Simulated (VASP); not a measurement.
BeS, 2 atoms in the cell. The structure is cubic, space group F-43m (No. 216). Conventional cell: a = 4.850 Å, b = 4.850 Å, c = 4.850 Å, α = 90.00°, β = 90.00°, γ = 90.00°. S (site symmetry -43m) has 4 Be at 2.10 Å within 2.8 Å. Be (site symmetry -43m) has 4 S at 2.10 Å within 2.8 Å. 

| Item | Value |
| --- | --- |
| Program | VASP 6.6.1 |
| Task | single point |
| Functional | PBE |
| Potentials or basis | VASP PAW PBE potentials, release 64 (S, Be) |
| Cutoff | 600 eV |
| k mesh | 4 × 4 × 4 |
| Occupations | fermi-dirac, width 0.04 eV |
| Spin | no spin polarisation |
| Dipole correction | no |
| Further INCAR settings | ALGO = Normal; EDIFF = 1e-06; NBANDS = 11 |

Potentials or basis: VASP PAW PBE potentials, release 64 (S, Be).

Run with:

```console
$ cat potpaw_PBE.64/S/POTCAR potpaw_PBE.64/Be/POTCAR > POTCAR
$ mpirun -np 1 vasp_std > vasp.out
```

Hardware: 1 thread of AMD EPYC 7R13, on a shared host.

How long does it take, and how much memory?

Run time: 8.9 s on 1 thread of AMD EPYC 7R13 (shared host), peak memory 0.12 GiB. Counts: scf iterations 12, k points 8.
